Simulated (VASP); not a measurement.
Here is a VASP 6.6.1 calculation.

The input INCAR:

```
  PREC = Accurate
  ENCUT = 520
  EDIFF = 1E-6
  ISMEAR = -1
  SIGMA = 0.05
  LREAL = F
  LASPH = T
  NELM = 100
  ALGO = Normal
  ISIF = 2
  LWAVE = F
  LCHARG = T
  GGA = PE
  IVDW = 12
  LELF = T
  LVHAR = T
  NBANDS = 16
```

KPOINTS

```
regular mesh
0
Gamma
  7 7 7
```

Contents of POSCAR:

```
HgTe
1.0
    0.0000000000      3.1929255244      3.1929255244
    3.1929255244      0.0000000000      3.1929255244
    3.1929255244      3.1929255244      0.0000000000
Hg Te
1 1
Direct
    0.0000000000      0.0000000000      0.0000000000
    0.7500000000      0.7500000000      0.7500000000
```

Potentials or basis: VASP PAW PBE potentials, release 64 (Hg, Te).

Run with:

```sh
$ cat potpaw_PBE.64/Hg/POTCAR potpaw_PBE.64/Te/POTCAR > POTCAR
$ mpirun -np 1 vasp_std > vasp.out
```

**Question.** Estimate the pressure.

**Answer.** 3.7 GPa.

**Question.** Predict the band gap on the k mesh.

**Answer.** Zero (filled and empty bands touch).

**Question.** Predict the dispersion energy per atom.

**Answer.** -0.376 eV.

Caveat: spin-orbit coupling is left out, which moves the levels of the heavy elements; pairwise dispersion overbinds metals, which lowers pressure and volume.
